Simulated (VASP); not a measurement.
# BeS (F-43m) in VASP: a series of runs, part 2 of 2

VASP 6.6.1. Earlier steps stand in the parts before.

**3. Single point, PBE**

The input, INCAR:

```
SYSTEM = BeS
PREC     = Accurate       ! precision mode
ENCUT    = 520            ! plane-wave cutoff, eV
EDIFF    = 1E-6           ! SCF threshold, eV
ISMEAR   = 0              ! smearing method
SIGMA    = 0.01           ! smearing width, eV
LREAL    = .False.        ! projectors in reciprocal space
LASPH    = .True.         ! aspherical terms in the spheres
NELM     = 80             ! most SCF steps
ALGO     = Normal         ! electronic algorithm
ISIF     = 2              ! what is computed and relaxed
LWAVE    = .False.        ! write WAVECAR
LCHARG   = .False.        ! write CHGCAR
GGA      = PE             ! functional
NBANDS   = 11             ! bands
```

The input, KPOINTS:

```
Automatic mesh
0
Gamma
  8 8 8
  0 0 0
```

The input, POSCAR:

```
BeS
1.0
    0.0000000000      2.4380676598      2.4380676598
    2.4380676598      0.0000000000      2.4380676598
    2.4380676598      2.4380676598      0.0000000000
Be S
1 1
Direct
    0.7500000000      0.7500000000      0.7500000000
    0.0000000000      0.0000000000      0.0000000000
```

Potentials or basis: VASP PAW PBE potentials, release 64 (Be, S).

Run with:

```bash
cat potpaw_PBE.64/Be/POTCAR potpaw_PBE.64/S/POTCAR > POTCAR
mpirun -np 1 vasp_std > vasp.out
```

Wall time 9.5 s (1 thread of Intel Xeon Platinum 8259CL at 2.50GHz (Skylake/Cascade Lake), shared host); peak memory 0.15 GiB.

Results (log left out):

```
Free energy            : -10.0133 eV
Pressure               : 0.0 GPa
Band gap on the k mesh : 3.15 eV, indirect (least direct gap 5.68 eV)
```

Levels at points of the mesh, in eV from the valence-band top:
```csv
k point,band 2,band 3,band 4,band 5,band 6,band 7
"(0.00, 0.00, 0.00)",0.00,0.00,0.00,5.68,5.68,5.68
"(0.50, 0.00, 0.00)",-5.68,-1.01,-1.01,5.42,6.57,6.57
"(0.50, 0.50, 0.00)",-4.94,-2.59,-2.59,3.15,4.93,12.65
```

A k mesh can miss the band edges. As with any semilocal functional, this PBE gap is likely too small.

**4. Single point, PBE**

The input, INCAR:

```
PREC = Accurate
ENCUT = 520
EDIFF = 1E-6
ISMEAR = 0
SIGMA = 0.02
LREAL = F
LASPH = T
NELM = 60
ALGO = Normal
ISIF = 2
LWAVE = F
LCHARG = F
GGA = PE
NBANDS = 11
```

The input, KPOINTS:

```
Automatic mesh
0
Gamma
  8 8 8
```

The input, POSCAR:

```
BeS
1.0
    0.0000000000      2.4382793560      2.4382793560
    2.4382793560      0.0000000000      2.4382793560
    2.4382793560      2.4382793560      0.0000000000
Be S
1 1
Direct
    0.7500000000      0.7500000000      0.7500000000
    0.0000000000      0.0000000000      0.0000000000
```

Potentials or basis: VASP PAW PBE potentials, release 64 (Be, S).

Run with:

```bash
cat potpaw_PBE.64/Be/POTCAR potpaw_PBE.64/S/POTCAR > POTCAR
mpirun -np 1 vasp_std > vasp.out
```

OUTCAR:

```text
PREC = Accurate
   ENCUT = 520
   EDIFF = 1E-6
   ISMEAR = 0
   LREAL = F
   LASPH = T
   NELM = 60
   ISIF = 2
   GGA = PE

 ion  position               nearest neighbor table
   1  0.750  0.750  0.750-   2 2.11   2 2.11   2 2.11   2 2.11
   2  0.000  0.000  0.000-   1 2.11   1 2.11   1 2.11   1 2.11

  LATTYP: Found a face centered cubic cell.
 ALAT       =     4.8765587120

  Lattice vectors:

 A1 = (   0.0000000000,   2.4382793560,   2.4382793560)
 A2 = (   2.4382793560,   0.0000000000,   2.4382793560)
 A3 = (   2.4382793560,   2.4382793560,   0.0000000000)
[... 512 lines left out ...]
      6      10.5561      0.00000
      7      13.0690      0.00000
      8      14.4498      0.00000
      9      15.3962      0.00000
     10      19.2341      0.00000
     11      19.8571      0.00000

 [... further k-points ...]
[... 5 lines left out ...]
  --------------------------------------------------------------------------------------
  -------------------------------------------------------------------------------------
  Total       -0.0017757     -0.0017757     -0.0017757     -0.0000000      0.0000000     -0.0000000
  in kB       -0.0981270     -0.0981270     -0.0981270     -0.0000000      0.0000000     -0.0000000
  external PRESSURE =      -0.0981270 kB  Pullay stress =       0.0000000 kB

 VOLUME and BASIS-vectors are now :
 -----------------------------------------------------------------------------
  energy-cutoff  :      520.00
  volume of cell :       28.99
      direct lattice vectors                 reciprocal lattice vectors
     0.000000000  2.438279356  2.438279356    -0.205062639  0.205062639  0.205062639
     2.438279356  0.000000000  2.438279356     0.205062639 -0.205062639  0.205062639
     2.438279356  2.438279356  0.000000000     0.205062639  0.205062639 -0.205062639

 POSITION                                       TOTAL-FORCE (eV/Angst)
 -----------------------------------------------------------------------------------
      3.65742      3.65742      3.65742        -0.000000     -0.000000     -0.000000
      0.00000      0.00000      0.00000         0.000000      0.000000      0.000000
 -----------------------------------------------------------------------------------
    total drift:                                0.000000      0.000000      0.000000

  FREE ENERGIE OF THE ION-ELECTRON SYSTEM (eV)
  ---------------------------------------------------
  free  energy   TOTEN  =       -10.0133389262 eV

  energy  without entropy=      -10.0133389262  energy(sigma->0) =      -10.01333893
```

It took 11 s on 1 thread of Intel Xeon Platinum 8259CL at 2.50GHz (Skylake/Cascade Lake), shared host; peak memory 0.14 GiB.

What came out:

| Property | Result |
| --- | --- |
| Free energy | -10.0133 eV |
| Pressure | 0.0 GPa |
| Band gap on the k mesh | 3.15 eV, indirect (least direct gap 5.68 eV) |

Levels at points of the mesh, in eV from the valence-band top:
```csv
k point,band 2,band 3,band 4,band 5,band 6,band 7
"(0.00, 0.00, 0.00)",0.00,0.00,0.00,5.68,5.68,5.68
"(0.50, 0.00, 0.00)",-5.68,-1.01,-1.01,5.42,6.57,6.57
"(0.50, 0.50, 0.00)",-4.94,-2.59,-2.59,3.15,4.93,12.65
```

A k mesh can miss the band edges.

**5. Single point, PBE**

The input, INCAR:

```
SYSTEM = BeS
  PREC = Accurate
  ENCUT = 520
  EDIFF = 1E-7
  ISMEAR = 0
  SIGMA = 0.1
  LREAL = .FALSE.
  LASPH = .TRUE.
  NELM = 60
  ALGO = Normal
  ISIF = 2
  LWAVE = .FALSE.
  LCHARG = .FALSE.
  GGA = PE
  NBANDS = 11
```

The input, KPOINTS:

```
Automatic mesh
0
G
  6 6 6
  0 0 0
```

The input, POSCAR:

```
BeS
1.0
    1.7241141943      0.9954177958      2.8155140755
   -1.7241141943      0.9954177958      2.8155140755
    0.0000000000     -1.9908355867      2.8155140772
Be S
1 1
Direct
    1.0000035227      1.0000035227      1.0000035227
    0.2499964773      0.2499964773      0.2499964773
```

Run with:

```bash
cat potpaw_PBE.64/Be/POTCAR potpaw_PBE.64/S/POTCAR > POTCAR
mpirun -np 1 vasp_std > vasp.out
```

Wall time 13 s (1 thread of Intel Xeon Platinum 8259CL at 2.50GHz (Skylake/Cascade Lake), shared host); peak memory 0.15 GiB.

It converged, with:

```yaml
Free_energy: -10.0108 eV
Pressure: 0.0 GPa
Band_gap_on_the_k_mesh: 3.15 eV, indirect (least direct gap 5.67 eV)
```

Levels at points of the mesh, in eV from the valence-band top:
| k point | band 2 | band 3 | band 4 | band 5 | band 6 | band 7 |
| --- | --- | --- | --- | --- | --- | --- |
| (0.00, 0.00, 0.00) | 0.00 | 0.00 | 0.00 | 5.67 | 5.67 | 5.67 |
| (0.50, 0.00, 0.00) | -5.68 | -1.01 | -1.01 | 5.42 | 6.56 | 6.56 |
| (0.50, 0.50, 0.50) | -5.68 | -1.01 | -1.01 | 5.42 | 6.56 | 6.56 |
| (0.50, 0.50, 0.00) | -4.94 | -2.59 | -2.59 | 3.15 | 4.93 | 12.65 |

**6. Overview**

| k mesh | smearing | gap on the mesh (eV) | pressure (GPa) |
| --- | --- | --- | --- |
| 8 × 8 × 8 | gaussian 0.02 eV | 3.15 | 0.0 |
| 8 × 8 × 8 | gaussian 0.01 eV | 3.15 | 0.0 |
| 6 × 6 × 6 | gaussian 0.1 eV | 3.15 | 0.0 |

Alike in all rows: task single point; level PBE; potentials or basis VASP PAW PBE potentials, release 64 (Be, S); no spin polarisation; cell a = 3.448 Å, angles 60.0°, 2 atoms; cutoff (eV) 520.

Absolute energies hang on the potentials; compare differences alone.
